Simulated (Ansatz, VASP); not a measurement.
Sb: VASP beside Ansatz

```
CELL_PARAMETERS angstrom
2.15420 1.24373 3.75800
-2.15420 1.24373 3.75800
0.00000 -2.48746 3.75800
ATOMIC_POSITIONS crystal
Sb 0.76651 0.76651 0.76651
Sb 0.23349 0.23349 0.23349
```

Alike in both runs: functional B3LYP; k mesh 4 × 4 × 4; occupations fermi-dirac, width 0.05 eV; no spin polarisation.

```csv
,VASP,Ansatz
version,VASP 6.6.1,Ansatz 0.2.0
potentials or method,"VASP PAW PBE potentials, release 64 (Sb)",Ansatz PAW
plane-wave cutoff (eV),520,420
valence electrons in the cell,10,30
task,single point,band structure
```

Ansatz gave:

| Quantity | Value |
| --- | --- |
| gap on the k mesh at the Fermi level (eV) | 0.74 |
| least direct gap on the mesh (eV) | 0.88 |
| pressure (GPa) | 4.7 |
| traceless stress, the component that is largest in VASP (GPa) | -0.37 |
| rms of the force components (eV/Å) | 0.224 |

**Question.** What did VASP give for the same quantities?

**Answer.** gap on the k mesh at the Fermi level (eV): 0.83; least direct gap on the mesh (eV): 0.94; pressure (GPa): 4.2; traceless stress, the component that is largest in VASP (GPa): -0.38; rms of the force components (eV/Å): 0.216.

VASP's potentials were made for PBE, not for B3LYP. Atom by atom the forces differ by 0.008 eV/Å (rms over components). With one functional, cell and mesh, what is left measures potentials, basis and numerics. VASP's potentials hold 10 valence electrons a cell and Ansatz's 30, so a difference there can come from the potentials and not from the codes.

The k mesh is coarse, so the values compare programs but aren't converged. Spin-orbit coupling is off throughout. Noted on Ansatz's run: the k mesh misses the band edges, so the gap on the mesh is wider than the one along the path.
